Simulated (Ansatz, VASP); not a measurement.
**One calculation of CaSe, two programs**

```
Ca Se
1.0
     0.00000    2.95030    2.95030
     2.95030    0.00000    2.95030
     2.95030    2.95030    0.00000
Ca Se
1 1
Direct
  0.00000 0.00000 0.00000
  0.50000 0.50000 0.50000
```

Change from the starting cell: volume scaled by 0.98.

Alike in both runs: task single point; functional LDA; k mesh 9 × 9 × 9; occupations fermi-dirac, width 0.03 eV; no spin polarisation.

|  | VASP | Ansatz |
| --- | --- | --- |
| version | VASP 6.6.1 | Ansatz 0.2.0 |
| potentials or method | VASP PAW LDA potentials, release 64 (Ca_sv, Se), cutoff 520 eV | all-electron LAPW, scalar-relativistic |

VASP gave:

| Item | Value |
| --- | --- |
| gap on the k mesh at the Fermi level (eV) | 1.88 |
| pressure (GPa) | -2.6 |

Problem. What did Ansatz give for the same quantities?

Solution. gap on the k mesh at the Fermi level (eV): 1.90; pressure (GPa): -2.9.

LDA's correlation is that of Perdew and Zunger in VASP and of Perdew and Wang (1992) in Ansatz. Ansatz ran all-electron here, and VASP with PAW potentials.
